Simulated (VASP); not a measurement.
Set up this calculation in VASP 6.6.1, as the native input.

```yaml
Task: single point
Functional: PBE
Potentials_or_basis: VASP PAW PBE potentials, release 64 (Zn, S)
Cutoff: 520 eV
k_mesh: 9 × 9 × 4
Occupations: gaussian, width 0.05 eV
Spin: no spin polarisation
Dipole_correction: no
Further_INCAR_settings: ALGO = Normal; EDIFF = 1e-06; NBANDS = 46
```

The structure of ZnS lies in POSCAR:

```
ZnS
1.0
    4.0053116413      0.0000000000      0.0000000000
   -2.0026558206      3.4687016315      0.0000000000
    0.0000000000      0.0000000000     11.6113984482
Zn S
4 4
Direct
    0.0000000000      0.0000000000      0.0000492057
    0.0000000000      0.0000000000      0.5000492057
    0.3333333333      0.6666666667      0.2500242903
    0.6666666667      0.3333333333      0.7500242903
    0.0000000000      0.0000000000      0.1872905901
    0.0000000000      0.0000000000      0.6872905901
    0.3333333333      0.6666666667      0.4376359138
    0.6666666667      0.3333333333      0.9376359138
```

The input as run:

INCAR

```
SYSTEM = ZnS
PREC = Accurate
ENCUT = 520
EDIFF = 1E-6
ISMEAR = 0
SIGMA = 0.05
LREAL = .FALSE.
LASPH = .TRUE.
NELM = 100
ALGO = Normal
ISIF = 2
LWAVE = .FALSE.
LCHARG = .FALSE.
GGA = PE
NBANDS = 46
```

KPOINTS

```
regular mesh
0
G
  9 9 4
  0 0 0
```

Potentials or basis: VASP PAW PBE potentials, release 64 (Zn, S).

Command:

```sh
$ cat potpaw_PBE.64/Zn/POTCAR potpaw_PBE.64/S/POTCAR > POTCAR
$ mpirun -np 1 vasp_std > vasp.out
```

Results of the run:

```json
{
  "Pressure": "2.1 GPa",
  "Largest force": "1.182 eV/Å",
  "Band gap on the k mesh": "1.89 eV"
}
```

Caveat: an odd mesh through Γ misses points on the zone boundary, where band edges can lie; forces of over 1 eV/Å act on the atoms, so gaps and moduli don't describe the material at rest.

Wall time 4 min on 1 thread of Intel(R) Xeon(R) Platinum 8488C (Sapphire Rapids), with other jobs on the host, peak memory 0.38 GiB.
